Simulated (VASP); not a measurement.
Here is a VASP 6.6.1 calculation.

Contents of INCAR:

```
PREC = Accurate
ENCUT = 600
EDIFF = 1E-6
ISMEAR = -1
SIGMA = 0.5
LREAL = False
LASPH = True
NELM = 120
ALGO = Normal
ISIF = 2
LWAVE = False
LCHARG = True
GGA = PS
IVDW = 13
LELF = True
LVHAR = True
NBANDS = 16
GGA_COMPAT = False
```

The input KPOINTS:

```
Automatic mesh
0
Gamma
  9 9 9
```

File POSCAR:

```
WC
1.0
    0.0000000000      2.1926840000      2.1926840000
    2.1926840000      0.0000000000      2.1926840000
    2.1926840000      2.1926840000      0.0000000000
W C
1 1
Direct
    0.0000000000      0.0000000000      0.0000000000
    0.5000000000      0.5000000000      0.5000000000
```

Potentials or basis: VASP PAW PBE potentials, release 64 (W_sv, C).

Command:

```console
$ cat potpaw_PBE.64/W_sv/POTCAR potpaw_PBE.64/C/POTCAR > POTCAR
$ mpirun -np 1 vasp_std > vasp.out
```

Question: What does it give for the pressure?

Answer: -8.3 GPa.

Question: Predict the band gap on the k mesh.

Answer: Zero (bands 9 and 10 overlap by 3.01 eV).

Question: What does it give for the dispersion energy per atom?

Answer: -0.279 eV.

Caveat: the cell stands under tension; so wide a smearing shifts energies and pressures; the PAW data sets were made with another functional, which shifts forces and pressure a little; spin-orbit coupling is left out, which moves the levels of the heavy elements.
